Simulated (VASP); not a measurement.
The system is KCl.

```
CELL_PARAMETERS angstrom
0.00000 3.18917 3.18917
3.18917 0.00000 3.18917
3.18917 3.18917 0.00000
ATOMIC_POSITIONS crystal
K 0.00000 0.00000 0.00000
Cl 0.50000 0.50000 0.50000
```

* Program: VASP 6.6.1
* Task: relaxation of cell and atoms
* Functional: r2SCAN
* Potentials or basis: VASP PAW PBE potentials, release 64 (K_sv, Cl)
* Cutoff: 600 eV
* k mesh: 6 × 6 × 6
* Occupations: fermi-dirac, width 0.02 eV
* Spin: no spin polarisation

At the start: pressure -0.7 GPa; volume 32.44 Å³/atom.

**Question.** How do energy, volume and symmetry change on relaxing?

**Answer.** Over 3 steps the energy falls by 2.8 meV/atom and the volume is 31.23 Å³/atom (-3.7 %); space group Fm-3m (No. 225, to 0.05 Å).

Step by step:
```tsv
step	energy change (eV)	largest force (eV/Å)	pressure (GPa)	volume (Å³)
1	0.0000	0.0000	-0.69	64.87
2	-0.0042	0.0000	-0.35	63.57
3	-0.0056	0.0000	-0.03	62.46
```

Final structure:
```yaml
crystal:
  lattice:
    - [0.00000, 3.14919, 3.14919]
    - [3.14919, 0.00000, 3.14919]
    - [3.14919, 3.14919, 0.00000]
  atoms:
    - { symbol: K, position: [0.00000, 0.00000, 0.00000] }
    - { symbol: Cl, position: [0.50000, 0.50000, 0.50000] }
```

Caveat: the PAW data sets were made with another functional, which shifts forces and pressure a little.
